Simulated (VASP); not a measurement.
MnAl3, 4 atoms in the cell. It takes space group Fm-3m (No. 225, cubic). The conventional cell has a = 6.016 Å, b = 6.016 Å, c = 6.016 Å, α = 90.00°, β = 90.00°, γ = 90.00°. Within 3.4 Å of Al (site symmetry -43m) lie 10 Al at 2.60 to 3.01 Å and 4 Mn at 2.60 Å. Al (site symmetry m-3m) has 8 Al at 2.60 Å and 6 Mn at 3.01 Å within 3.4 Å. Mn (site symmetry m-3m) has 14 Al at 2.60 to 3.01 Å within 3.4 Å. 

```yaml
Program: VASP 6.6.1
Task: single point
Functional: r2SCAN
Potentials_or_basis: VASP PAW PBE potentials, release 64 (Al, Mn_pv)
Cutoff: 520 eV
k_mesh: 12 × 12 × 12
Occupations: gaussian, width 0.1 eV
Spin: collinear spin, ferromagnetic start
Starting_moments: "[0.0, 0.0, 0.0, 4.0] μB"
Dipole_correction: no
Further_INCAR_settings: ALGO = Normal; EDIFF = 1e-06; NBANDS = 23
```

Potentials or basis: VASP PAW PBE potentials, release 64 (Al, Mn_pv).

Command:

```bash
$ cat potpaw_PBE.64/Al/POTCAR potpaw_PBE.64/Mn_pv/POTCAR > POTCAR
$ cp INCAR.step1 INCAR
$ mpirun -np 1 vasp_std > vasp.out
$ cp INCAR.step2 INCAR
$ mpirun -np 1 vasp_std > vasp.out
```

Hardware: 1 thread of Intel(R) Xeon(R) 6975P-C (Granite Rapids), on a shared host.

Problem. Estimate the wall time of this run.

Solution. Run time: 3.7 min on 1 thread of Intel(R) Xeon(R) 6975P-C (Granite Rapids) (shared host), peak memory 0.3 GiB. Counts: k points 72.
